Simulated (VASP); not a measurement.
# Zn (P6_3/mmc) in VASP: notebook, part 2 of 2

VASP 6.6.1. The steps go on from the part before.

## Step 3: Relaxation of cell and atoms, r2SCAN

This run uses another cell than the first one, of 15.21 Å³/atom, 1.071 times its volume.

Contents of POSCAR:

```
Zn
1.0
    2.6647980532      0.0000000000      0.0000000000
   -1.3323990266      2.3077828100      0.0000000000
    0.0000000000      0.0000000000      4.9467000000
Zn
2
Direct
    0.3333333333      0.6666666667      0.2500000000
    0.6666666667      0.3333333333      0.7500000000
```

Contents of INCAR.step1:

```
SYSTEM = Zn
PREC = Accurate
ENCUT = 600
ISMEAR = 0
SIGMA = 0.1
LREAL = .FALSE.
LASPH = .TRUE.
NELM = 60
GGA = PE
ALGO = Normal
EDIFF = 1E-4
LWAVE = .TRUE.
LCHARG = .FALSE.
```

Contents of INCAR.step2:

```
SYSTEM = Zn
PREC = Accurate
ENCUT = 600
EDIFF = 1E-6
ISMEAR = 0
SIGMA = 0.1
LREAL = .FALSE.
LASPH = .TRUE.
NELM = 60
ALGO = Normal
ISIF = 3
LWAVE = .FALSE.
LCHARG = .FALSE.
METAGGA = R2SCAN
LMIXTAU = .TRUE.
IBRION = 2
NSW = 90
EDIFFG = -0.04
ISTART = 1
```

Contents of KPOINTS:

```
regular mesh
0
G
  9 9 4
  0 0 0
```

Potentials or basis: VASP PAW PBE potentials, release 64 (Zn).

Command:

```bash
$ cat potpaw_PBE.64/Zn/POTCAR > POTCAR
$ cp INCAR.step1 INCAR
$ mpirun -np 1 vasp_std > vasp.out
$ cp INCAR.step2 INCAR
$ mpirun -np 1 vasp_std > vasp.out
```

Run time: 15 min. Hardware: 1 thread of AMD EPYC 7R43 (Zen 3), shared host; peak memory 0.14 GiB.

Results (log left out):

```yaml
Free_energy: -17.7725 eV
Relaxed_volume: 14.23 Å³/atom
Relaxed_cell: a = 2.642 Å, b = 2.642 Å, c = 4.705 Å, α = 90.00°, β = 90.00°, γ = 120.00°
Space_group_after_relaxing_to_0.05_Å: P6_3/mmc (No. 194)
Energy_gained_by_relaxing: 20.1 meV/atom
Ionic_steps: 9
Pressure_after_relaxing: 0.3 GPa
Band_gap_on_the_k_mesh: zero (band 12 reaches 4.29 eV, above the bottom of band 13 at 0.95 eV)
```

Stress tensor (GPa, compression positive):
```
0.26 0.00 0.00
0.00 0.26 0.00
0.00 0.00 0.43
```

The path:
| step | energy change (eV) | largest force (eV/Å) | pressure (GPa) | volume (Å³) |
| --- | --- | --- | --- | --- |
| 1 | 0.0000 | 0.0000 | -4.40 | 30.42 |
| 2 | -0.0263 | 0.0000 | 0.38 | 28.62 |
| 3 | -0.0263 | 0.0000 | 0.00 | 28.73 |
| 4 | -0.0303 | 0.0000 | 0.13 | 28.62 |
| 5 | -0.0394 | 0.0000 | 0.74 | 28.35 |
| 6 | -0.0397 | 0.0000 | 1.00 | 28.25 |
| 7 | -0.0398 | 0.0000 | 0.75 | 28.29 |
| 8 | -0.0396 | 0.0000 | -0.41 | 28.67 |
| 9 | -0.0403 | 0.0000 | 0.31 | 28.45 |

Final structure:
```xyz
2
Lattice="2.6424 0.0000 0.0000 -1.3212 2.2884 0.0000 0.0000 0.0000 4.7051" Properties=species:S:1:pos:R:3 pbc="T T T"
Zn    0.0000    1.5256    1.1763
Zn    1.3212    0.7628    3.5288
```

Levels at points of the mesh, in eV from the Fermi level:
```tsv
k point	band 10	band 11	band 12	band 13	band 14	band 15
(0.00, 0.00, 0.00)	-7.61	-7.61	-4.06	-2.63	16.52	18.32
(0.00, 0.00, 0.50)	-7.72	-7.72	-7.72	5.85	5.85	19.91
```

Caveat: the PAW data sets were made with another functional, which shifts forces and pressure a little.

## Step 4: Single point, r2SCAN

This run uses another cell than the first one, of 14.54 Å³/atom, 1.023 times its volume.

Contents of POSCAR:

```
Zn
1.0
    2.5959063730      0.0000000000      0.0000000000
   -1.2979531865      2.2481208649      0.0000000000
    0.0000000000      0.0000000000      4.9816128011
Zn
2
Direct
    0.3333333333      0.6666666667      0.2500000000
    0.6666666667      0.3333333333      0.7500000000
```

Contents of INCAR.step1:

```
SYSTEM = Zn
  ALGO = Normal
  EDIFF = 1E-4
  ENCUT = 520
  GGA = PE
  ISMEAR = 0
  LASPH = .TRUE.
  LCHARG = .FALSE.
  LREAL = .FALSE.
  LWAVE = .TRUE.
  NBANDS = 19
  NELM = 60
  PREC = Accurate
  SIGMA = 0.1
```

Contents of INCAR.step2:

```
SYSTEM = Zn
  ALGO = Normal
  EDIFF = 1E-7
  ENCUT = 520
  ISIF = 2
  ISMEAR = 0
  ISTART = 1
  LASPH = .TRUE.
  LCHARG = .FALSE.
  LMIXTAU = .TRUE.
  LREAL = .FALSE.
  LWAVE = .FALSE.
  METAGGA = R2SCAN
  NBANDS = 19
  NELM = 60
  PREC = Accurate
  SIGMA = 0.1
```

Contents of KPOINTS:

```
k-points
0
G
  18 18 10
  0 0 0
```

Potentials or basis: VASP PAW PBE potentials, release 64 (Zn).

Command:

```bash
$ cat potpaw_PBE.64/Zn/POTCAR > POTCAR
$ cp INCAR.step1 INCAR
$ mpirun -np 1 vasp_std > vasp.out
$ cp INCAR.step2 INCAR
$ mpirun -np 1 vasp_std > vasp.out
```

OUTCAR:

```text
SYSTEM = Zn
   EDIFF = 1E-7
   ENCUT = 520
   ISIF = 2
   ISMEAR = 0
   ISTART = 1
   LASPH = .TRUE.
   LREAL = .FALSE.
   METAGGA = R2SCAN
   NELM = 60
   PREC = Accurate

 ion  position               nearest neighbor table
   1  0.333  0.667  0.250-   2 2.91   2 2.91   2 2.91   2 2.91   2 2.91   2 2.91
   2  0.667  0.333  0.750-   1 2.91   1 2.91   1 2.91   1 2.91   1 2.91   1 2.91

  LATTYP: Found a hexagonal cell.
 ALAT       =     2.5959063730
 C/A-ratio  =     1.9190263766

  Lattice vectors:

 A1 = (   2.5959063730,   0.0000000000,   0.0000000000)
[... 194 lines left out ...]
      6      -4.7791      2.00000
[... 505 lines left out ...]
      6      -4.6595      2.00000
[... 11 lines left out ...]
     18      17.5359      0.00000
     19      18.9161      0.00000

 [... further k-points ...]
[... 5 lines left out ...]
  --------------------------------------------------------------------------------------
  -------------------------------------------------------------------------------------
  Total        0.1162394      0.1162394      0.0490178      0.0000000      0.0000000      0.0000000
  in kB        6.4059769      6.4059769      2.7013825      0.0000000      0.0000000      0.0000000
  external PRESSURE =       5.1711121 kB  Pullay stress =       0.0000000 kB

 VOLUME and BASIS-vectors are now :
 -----------------------------------------------------------------------------
  energy-cutoff  :      520.00
  volume of cell :       29.07
      direct lattice vectors                 reciprocal lattice vectors
     2.595906373  0.000000000  0.000000000     0.385221906  0.222407971  0.000000000
    -1.297953187  2.248120865  0.000000000     0.000000000  0.444815942  0.000000000
     0.000000000  0.000000000  4.981612801     0.000000000  0.000000000  0.200738203

 POSITION                                       TOTAL-FORCE (eV/Angst)
 -----------------------------------------------------------------------------------
     -0.00000      1.49875      1.24540         0.000000     -0.000000      0.000000
      1.29795      0.74937      3.73621        -0.000000      0.000000      0.000000
 -----------------------------------------------------------------------------------
    total drift:                               -0.000000      0.000000      0.000000

  FREE ENERGIE OF THE ION-ELECTRON SYSTEM (eV)
  ---------------------------------------------------
  free  energy   TOTEN  =       -17.8064470867 eV

  energy  without entropy=      -17.8051737338  energy(sigma->0) =      -17.80581041
```

OSZICAR.step1:

```text
N       E                     dE             d eps       ncg     rms          rms(c)
DAV:   1     0.111572052976E+03    0.11157E+03   -0.12394E+04  8860   0.203E+03
DAV:   2     0.257494714272E+01   -0.10900E+03   -0.10534E+03  8483   0.295E+02
DAV:   3    -0.240875152865E+01   -0.49837E+01   -0.49640E+01  9400   0.693E+01
DAV:   4    -0.243798273406E+01   -0.29231E-01   -0.29223E-01  9225   0.541E+00
DAV:   5    -0.243801884138E+01   -0.36107E-04   -0.36107E-04  9108   0.173E-01    0.445E+00
DAV:   6    -0.221732678837E+01    0.22069E+00   -0.83535E-01  9398   0.197E+01    0.324E+00
DAV:   7    -0.220637606094E+01    0.10951E-01   -0.29147E-02 10719   0.291E+00    0.165E+00
DAV:   8    -0.220122022004E+01    0.51558E-02   -0.18698E-03 11585   0.686E-01    0.489E-02
DAV:   9    -0.220122503826E+01   -0.48182E-05   -0.24556E-04  7853   0.209E-01
   1 F= -.22012250E+01 E0= -.22004975E+01  d E =-.145503E-02
```

Wall time 9.9 min (1 thread of AMD EPYC 7R43 (Zen 3), shared host); peak memory 0.19 GiB.

What came out:

```
Free energy            : -17.8064 eV
Pressure               : 0.5 GPa
Band gap on the k mesh : zero (band 12 reaches 5.09 eV, above the bottom of band 13 at -0.19 eV)
```

Stress tensor (GPa, compression positive):
```
0.64 0.00 0.00
0.00 0.64 0.00
0.00 0.00 0.27
```

Caveat: the PAW data sets were made with another functional, which shifts forces and pressure a little.

## Step 5: The runs side by side

```csv
task,cell,k mesh,cutoff (eV),gap on the mesh (eV),pressure (GPa)
single point,"a = 2.639, b = 2.639, c = 4.709 Å, angles 90.0, 90.0, 120.0°, 2 atoms",9 × 9 × 4,520,none,0.6
relaxation of cell and atoms,"relaxed from a = 2.665, b = 2.665, c = 4.947 Å, angles 90.0, 90.0, 120.0°, 2 atoms",9 × 9 × 4,600,none,0.3
single point,"a = 2.596, b = 2.596, c = 4.982 Å, angles 90.0, 90.0, 120.0°, 2 atoms",18 × 18 × 10,520,none,0.5
```

Alike in all rows: level r2SCAN; potentials or basis VASP PAW PBE potentials, release 64 (Zn); no spin polarisation; smearing gaussian 0.1 eV.

Caveats: the PAW data sets were made with another functional, which shifts forces and pressure a little.

Total energies depend on the potentials used, so only differences within one code and one set of settings carry meaning.
